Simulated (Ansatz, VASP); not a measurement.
## Two plane-wave programs on LiBr

INCAR

```
  PREC = Accurate
  ENCUT = 750
  EDIFF = 1E-6
  ISMEAR = 0
  SIGMA = 0.01
  LREAL = F
  LASPH = T
  NELM = 120
  ALGO = Normal
  ISIF = 2
  LWAVE = F
  LCHARG = F
  GGA = PE
  NBANDS = 12
  GGA_COMPAT = F
```

File KPOINTS:

```
regular mesh
0
Gamma
  6 6 6
```

The input POSCAR:

```
LiBr
1.0
    0.0000000000      2.7554040780      2.7554040780
    2.7554040780      0.0000000000      2.7554040780
    2.7554040780      2.7554040780      0.0000000000
Li Br
1 1
Direct
    0.0000000000      0.0000000000      0.0000000000
    0.5000000000      0.5000000000      0.5000000000
```

Input for Ansatz:

```yaml
crystal:
  lattice:
    - [0.0, 2.755404078, 2.755404078]
    - [2.755404078, 0.0, 2.755404078]
    - [2.755404078, 2.755404078, 0.0]
  atoms:
    - { symbol: Li, position: [0.0, 0.0, 0.0] }
    - { symbol: Br, position: [0.5, 0.5, 0.5] }
kpoints:
  mp_grid: { grid: [6, 6, 6] }
hamiltonian:
  xc: pbe
scf:
  occupations: { method: fixed }
  n_extra_bands: 4
output:
  forces: true
  stress: true
  eigenvalues: true
```

Alike in both runs: task single point; functional PBE; k mesh 6 × 6 × 6; no spin polarisation.

|  | VASP | Ansatz |
| --- | --- | --- |
| version | VASP 6.6.1 | Ansatz 0.2.0 |
| potentials or method | VASP PAW PBE potentials, release 64 (Li_sv, Br) | plane waves, PAW |
| plane-wave cutoff (eV) | 750 | 420 |
| occupations | gaussian, width 0.01 eV | fixed |
| valence electrons in the cell | 10 | 10 |

```tsv
	VASP	Ansatz	Ansatz less VASP
gap on the k mesh at the Fermi level (eV)	4.92	4.92	-0.004
pressure (GPa)	0.0	0.0	+0.05
```
